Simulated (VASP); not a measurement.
Here is a VASP 6.6.1 calculation.

INCAR

```
SYSTEM = MgO2
PREC = Accurate
ENCUT = 520
EDIFF = 1E-7
ISMEAR = 0
SIGMA = 0.02
LREAL = .FALSE.
LASPH = .TRUE.
NELM = 100
ALGO = Normal
ISIF = 2
LWAVE = .FALSE.
LCHARG = .FALSE.
GGA = PS
NBANDS = 40
```

File KPOINTS:

```
Automatic mesh
0
G
  6 6 6
  0 0 0
```

Contents of POSCAR:

```
MgO2
1.0
    4.8408307520      0.0000000000      0.0000000000
    0.0000000000      4.8408307520      0.0000000000
    0.0000000000      0.0000000000      4.8408307520
Mg O
4 8
Direct
    0.0000000000      0.5000000000      0.5000000000
    0.5000000000      0.5000000000      0.0000000000
    0.5000000000      0.0000000000      0.5000000000
    0.0000000000      0.0000000000      0.0000000000
    0.4116319360      0.0883680640      0.9116319360
    0.0883680640      0.9116319360      0.4116319360
    0.9116319360      0.4116319360      0.0883680640
    0.5883680640      0.5883680640      0.5883680640
    0.4116319360      0.4116319360      0.4116319360
    0.0883680640      0.5883680640      0.9116319360
    0.9116319360      0.0883680640      0.5883680640
    0.5883680640      0.9116319360      0.0883680640
```

Potentials or basis: VASP PAW PBE potentials, release 64 (Mg, O).

Run with:

```console
$ cat potpaw_PBE.64/Mg/POTCAR potpaw_PBE.64/O/POTCAR > POTCAR
$ mpirun -np 1 vasp_std > vasp.out
```

Problem. What does it give for the largest force?

Solution. 0.197 eV/Å.

Problem. What does it give for the pressure?

Solution. -0.1 GPa.

Forces on the atoms (eV/Å):
```
Mg   0.000  0.000  0.000
Mg   0.000  0.000  0.000
Mg   0.000  0.000  0.000
Mg   0.000  0.000  0.000
O   -0.114  0.114 -0.114
O    0.114 -0.114 -0.114
O   -0.114 -0.114  0.114
O    0.114  0.114  0.114
O   -0.114 -0.114 -0.114
O    0.114  0.114 -0.114
O   -0.114  0.114  0.114
O    0.114 -0.114  0.114
```

Caveat: the PAW data sets were made with another functional, which shifts forces and pressure a little.
